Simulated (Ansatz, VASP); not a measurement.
SnSe in VASP and in Ansatz

```xyz
4
Lattice="2.1059 -5.7713 0.0000 2.1059 5.7713 0.0000 0.0000 0.0000 4.2064" Properties=species:S:1:pos:R:3 pbc="T T T"
Sn    2.1059   -4.3473    1.0516
Sn    2.1059    4.3473    3.1548
Se    2.1059   -1.6269    1.0516
Se    2.1059    1.6269    3.1548
```

Alike in both runs: functional PBEsol; k mesh 8 × 8 × 6; occupations gaussian, width 0.02 eV; no spin polarisation.

Ansatz relaxed the structure, and its values are those at the end. VASP's run is a single point on that final structure, the one shown.

|  | VASP | Ansatz |
| --- | --- | --- |
| version | VASP 6.6.1 | Ansatz 0.2.0 |
| potentials or method | VASP PAW PBE potentials, release 64 (Sn_d, Se), cutoff 520 eV | scalar-relativistic, plane waves, PAW |
| valence electrons in the cell | 40 | 60 |

Ansatz gave:

* gap on the k mesh at the Fermi level (eV): 0.06
* least direct gap on the mesh (eV): 0.19
* pressure (GPa): 0.0
* rms of the force components (eV/Å): 0.002

Problem. Which values does VASP return?

Solution. gap on the k mesh at the Fermi level (eV): 0.04; least direct gap on the mesh (eV): 0.18; pressure (GPa): 0.0; rms of the force components (eV/Å): 0.006.

VASP's potentials were made for PBE, not for PBEsol. VASP's potentials hold 40 valence electrons a cell and Ansatz's 60, so a difference there can come from the potentials and not from the codes.
